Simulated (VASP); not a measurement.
Mg, 1 atom in the cell. Symmetry: Fm-3m, No. 225, cubic system. The conventional cell has a = 4.493 Å, b = 4.493 Å, c = 4.493 Å, α = 90.00°, β = 90.00°, γ = 90.00°. Within 4.2 Å of Mg (site symmetry m-3m) lie 12 Mg at 3.18 Å. 

* Program: VASP 6.6.1
* Task: single point
* Functional: PBEsol
* Potentials or basis: VASP PAW PBE potentials, release 64 (Mg)
* Cutoff: 600 eV
* k mesh: 15 × 15 × 15
* Occupations: fermi-dirac, width 0.05 eV
* Spin: no spin polarisation
* Dipole correction: no
* Further INCAR settings: ALGO = Normal; EDIFF = 1e-06; NBANDS = 7

Potentials or basis: VASP PAW PBE potentials, release 64 (Mg).

Launch:

```console
$ cat potpaw_PBE.64/Mg/POTCAR > POTCAR
$ mpirun -np 1 vasp_std > vasp.out
```

Hardware: 1 thread of Intel Xeon 8259CL, on a shared host.

**Question.** How long does it take, and how much memory?

**Answer.** Run time: 33 s on 1 thread of Intel Xeon 8259CL, with other jobs on the host, peak memory 0.17 GiB. Counts: scf iterations 9, k points 120.
